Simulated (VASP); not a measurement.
Wanted: the native input for a VASP 6.6.1 run.

```yaml
Task: single point
Functional: PBE-based screened hybrid with 30 % exact exchange
Potentials_or_basis: VASP PAW PBE potentials, release 64 (Na_pv, F)
Cutoff: 520 eV
k_mesh: 4 × 4 × 4
Occupations: gaussian, width 0.01 eV
Spin: no spin polarisation
Dipole_correction: no
Grid_for_exact_exchange_PRECFOCK: Normal
Share_of_exact_exchange: 0.3
Further_INCAR_settings: ALGO = Normal; EDIFF = 1e-06; NBANDS = 14
Screening_parameter: 0.5 1/Å
```

The system is NaF.

```xyz
2
Lattice="0.0000 2.2972 2.2972 2.2972 0.0000 2.2972 2.2972 2.2972 0.0000" Properties=species:S:1:pos:R:3 pbc="T T T"
Na    0.0000    0.0000    0.0000
F     2.2972    2.2972    2.2972
```

These files were run (other wordings do the same):

POSCAR

```
NaF
1.0
    0.0000000000      2.2972417802      2.2972417802
    2.2972417802      0.0000000000      2.2972417802
    2.2972417802      2.2972417802      0.0000000000
Na F
1 1
Direct
    0.0000000000      0.0000000000      0.0000000000
    0.5000000000      0.5000000000      0.5000000000
```

INCAR.step1

```
PREC = Accurate ; ENCUT = 520
EDIFF = 1E-5 ; ISMEAR = 0
SIGMA = 0.01 ; LREAL = False
LASPH = True ; NELM = 60
ALGO = Normal ; ISIF = 2
LWAVE = True ; LCHARG = False
GGA = PE ; NBANDS = 14
```

INCAR.step2

```
PREC = Accurate ; ENCUT = 520
EDIFF = 1E-6 ; ISMEAR = 0
SIGMA = 0.01 ; LREAL = False
LASPH = True ; NELM = 60
ALGO = Normal ; ISIF = 2
LWAVE = False ; LCHARG = False
GGA = PE ; LHFCALC = True
AEXX = 0.3 ; HFSCREEN = 0.5
PRECFOCK = Normal ; ISTART = 1
NBANDS = 14
```

KPOINTS

```
regular mesh
0
Gamma
  4 4 4
```

Potentials or basis: VASP PAW PBE potentials, release 64 (Na_pv, F).

Command:

```bash
$ cat potpaw_PBE.64/Na_pv/POTCAR potpaw_PBE.64/F/POTCAR > POTCAR
$ cp INCAR.step1 INCAR
$ mpirun -np 1 vasp_std > vasp.out
$ cp INCAR.step2 INCAR
$ mpirun -np 1 vasp_std > vasp.out
```

Results of the run:

```json
{"Pressure": "1.4 GPa", "Band gap on the k mesh": "8.12 eV"}
```

Caveat: the k points lie up to 0.59 Å⁻¹ apart; the PAW data sets were made with another functional, which shifts forces and pressure a little.

Run time: 2.5 min on 1 thread of AMD EPYC 7R43 64-Core Processor (Zen 3), with other jobs on the host, peak memory 0.2 GiB.
